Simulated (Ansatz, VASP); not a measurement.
Fe: VASP beside Ansatz

```
Fe
1.0
     2.48284    0.00000    0.00000
    -1.24142    2.15020    0.00000
     0.00000    0.00000    3.84193
Fe
2
Direct
  0.33333 0.66667 0.25000
  0.66667 0.33333 0.75000
```

Change from the starting cell: equal xx and yy strain of +2 %.

Alike in both runs: task single point; functional PBE; k mesh 17 × 17 × 10; occupations fermi-dirac, width 0.08 eV; no spin polarisation.

|  | VASP | Ansatz |
| --- | --- | --- |
| version | VASP 6.6.1 | Ansatz 0.2.0 |
| potentials or method | VASP PAW PBE potentials, release 64 (Fe), cutoff 600 eV | all-electron LAPW, scalar-relativistic |

|  | VASP | Ansatz | Ansatz less VASP |
| --- | --- | --- | --- |
| pressure (GPa) | -1.8 | -1.2 | +0.59 |
| traceless stress, the component that is largest in VASP (GPa) | 5.99 | 6.26 | +0.276 |

Ansatz ran all-electron here, and VASP with PAW potentials.
